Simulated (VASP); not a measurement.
Runs of VASP 6.6.1 on Hf5Te. The structure is that of space group P6/mmm (No. 191), or close to it. The cells are those of the table. 

```csv
task,cell,k mesh,cutoff (eV),gap on the mesh (eV),pressure (GPa),relaxed volume (Å³/atom)
single point,"a = 5.885, b = 5.885, c = 4.651 Å, angles 90.0, 90.0, 120.0°, 6 atoms",3 × 3 × 4,520,none,(a),-
single point,"a = 6.029, b = 6.029, c = 4.831 Å, angles 90.0, 90.0, 120.0°, 6 atoms",3 × 3 × 4,520,none,(b),-
single point,"a = 5.976, b = 5.976, c = 4.908 Å, angles 90.0, 90.0, 120.0°, 6 atoms",6 × 6 × 8,520,none,-0.3,-
relaxation of cell and atoms,"relaxed from a = 5.885, b = 5.885, c = 4.651 Å, angles 90.0, 90.0, 120.0°, 6 atoms",3 × 3 × 4,600,none,-0.1,25.17
relaxation of cell and atoms,"relaxed from a = 6.029, b = 6.029, c = 4.831 Å, angles 90.0, 90.0, 120.0°, 6 atoms",6 × 6 × 8,600,none,0.0,25.20
```

Alike in all rows: level PBE; potentials or basis VASP PAW PBE potentials, release 64 (Hf_pv, Te); no spin polarisation; smearing gaussian 0.1 eV.

Task: Estimate the missing entries.

Result: (a) 7.0; (b) -0.6.

Caveats: some runs use coarse meshes; spin-orbit coupling is left out, which moves the levels of the heavy elements.

A k mesh can miss the band edges, and the runs leave out spin-orbit coupling on Hf, Te.

A gap of «none» marks levels without a gap at the run's occupations.
